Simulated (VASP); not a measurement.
Here is a VASP 6.6.1 calculation.

File INCAR:

```
SYSTEM = Ni
PREC     = Accurate       ! precision mode
ENCUT    = 600            ! plane-wave cutoff, eV
EDIFF    = 1E-6           ! SCF threshold, eV
ISMEAR   = -1             ! smearing method
SIGMA    = 0.05           ! smearing width, eV
LREAL    = .FALSE.        ! projectors in reciprocal space
LASPH    = .TRUE.         ! aspherical terms in the spheres
NELM     = 150            ! most SCF steps
ALGO     = Normal         ! electronic algorithm
ISIF     = 3              ! what is computed and relaxed
LWAVE    = .FALSE.        ! write WAVECAR
LCHARG   = .FALSE.        ! write CHGCAR
ISPIN    = 2              ! spin polarisation
MAGMOM   = 0.8            ! initial moments
LORBIT   = 11             ! projections on sites
LMAXMIX  = 4              ! l up to which the mixer works
GGA      = B5             ! functional
ALDAX    = 1.0          
AGGAX    = 1.0          
AGGAC    = 1.0          
ALDAC    = 0.0          
IBRION   = 2              ! ionic algorithm
NSW      = 80             ! ionic steps
EDIFFG   = -0.01          ! ionic threshold
```

File KPOINTS:

```
regular mesh
0
G
  15 15 15
  0 0 0
```

The input POSCAR:

```
Ni
1.0
    0.0000000000      1.7619400000      1.7619400000
    1.7619400000      0.0000000000      1.7619400000
    1.7619400000      1.7619400000      0.0000000000
Ni
1
Direct
    0.0000000000      0.0000000000      0.0000000000
```

Potentials or basis: VASP PAW PBE potentials, release 64 (Ni).

The run is started by

```console
$ cat potpaw_PBE.64/Ni/POTCAR > POTCAR
$ mpirun -np 1 vasp_std > vasp.out
```

Estimate the site moments.

Ni +0.64 μB.

Estimate the space group after relaxing (to 0.1 Å).

Fm-3m (No. 225).

Final structure:
```
CELL_PARAMETERS angstrom
0.00000 1.78912 1.78912
1.78912 0.00000 1.78912
1.78912 1.78912 0.00000
ATOMIC_POSITIONS crystal
Ni 0.00000 0.00000 0.00000
```

 Zero-point motion and thermal expansion aren't in these numbers.
